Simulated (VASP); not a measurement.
Here is a VASP 6.6.1 calculation.

File INCAR:

```
SYSTEM = Ni
PREC = Accurate ; ENCUT = 520
EDIFF = 1E-7 ; ISMEAR = -1
SIGMA = 0.05 ; LREAL = .False.
LASPH = .True. ; NELM = 100
ALGO = Normal ; ISIF = 2
LWAVE = .False. ; LCHARG = .False.
NBANDS = 17
```

The input KPOINTS:

```
regular mesh
0
Gamma
  11 11 11
  0 0 0
```

File POSCAR:

```
Ni
1.0
    2.7674309400      0.0000000000      0.0000000000
    0.0000000000      2.7674309400      0.0000000000
    0.0000000000      0.0000000000      2.7674309400
Ni
2
Direct
    0.0000000000      0.0000000000      0.0000000000
    0.5000000000      0.5000000000      0.5000000000
```

Potentials or basis: VASP PAW LDA potentials, release 64 (Ni).

Command:

```console
$ cat potpaw_LDA.64/Ni/POTCAR > POTCAR
$ mpirun -np 1 vasp_std > vasp.out
```

Problem. Predict the band gap on the k mesh.

Solution. Zero (band 10 reaches 9.59 eV, above the bottom of band 11 at 9.03 eV).

Problem. What does it give for the pressure?

Solution. -12.0 GPa.

Caveat: the run has no spin polarisation, though such a crystal can be magnetic. Spin polarisation is off, so any magnetic state and its effect on volume and gap are missing.
